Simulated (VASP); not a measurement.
Set up this calculation in VASP 6.6.1, as the native input.

- Task: single point
- Functional: PBE
- Potentials or basis: VASP PAW PBE potentials, release 64 (Ga_d, Cl)
- Cutoff: 520 eV
- k mesh: 6 × 6 × 4
- Occupations: gaussian, width 0.1 eV
- Spin: no spin polarisation
- Dipole correction: no
- Further INCAR settings: ALGO = Normal; EDIFF = 1e-06; NBANDS = 32

The structure of Ga2Cl3 lies in POSCAR:

```
Ga2Cl3
1.0
    4.1423419654      0.0000000000      0.0000000000
   -2.0711709827      3.5873733732      0.0000000000
    0.0000000000      0.0000000000      9.1842860634
Ga Cl
2 3
Direct
    0.3333333333      0.6666666667      0.1847394673
    0.6666666667      0.3333333333      0.8152605327
    0.0000000000      0.0000000000      0.0000000000
    0.3333333333      0.6666666667      0.6818807568
    0.6666666667      0.3333333333      0.3181192432
```

The input as run:

INCAR

```
PREC = Accurate ; ENCUT = 520
EDIFF = 1E-6 ; ISMEAR = 0
SIGMA = 0.1 ; LREAL = False
LASPH = True ; NELM = 60
ALGO = Normal ; ISIF = 2
LWAVE = False ; LCHARG = True
GGA = PE ; LELF = True
LVHAR = True ; NBANDS = 32
```

KPOINTS

```
regular mesh
0
Gamma
  6 6 4
```

Potentials or basis: VASP PAW PBE potentials, release 64 (Ga_d, Cl).

Run with:

```sh
$ cat potpaw_PBE.64/Ga_d/POTCAR potpaw_PBE.64/Cl/POTCAR > POTCAR
$ mpirun -np 1 vasp_std > vasp.out
```

Results of the run:

* Pressure: 0.1 GPa
* Largest force: 0.009 eV/Å
* Band gap on the k mesh: zero (an odd number of electrons rules out a gap without spin polarisation)

Caveat: this functional lacks dispersion, which binds layers or chains, so the pressure and a relaxed spacing across them are unreliable; an odd number of electrons without spin polarisation forces a metal; a magnetic or distorted state may lie lower.

Wall time 3.1 min on 1 thread of Intel Xeon 8259CL, on a shared host, peak memory 0.29 GiB.
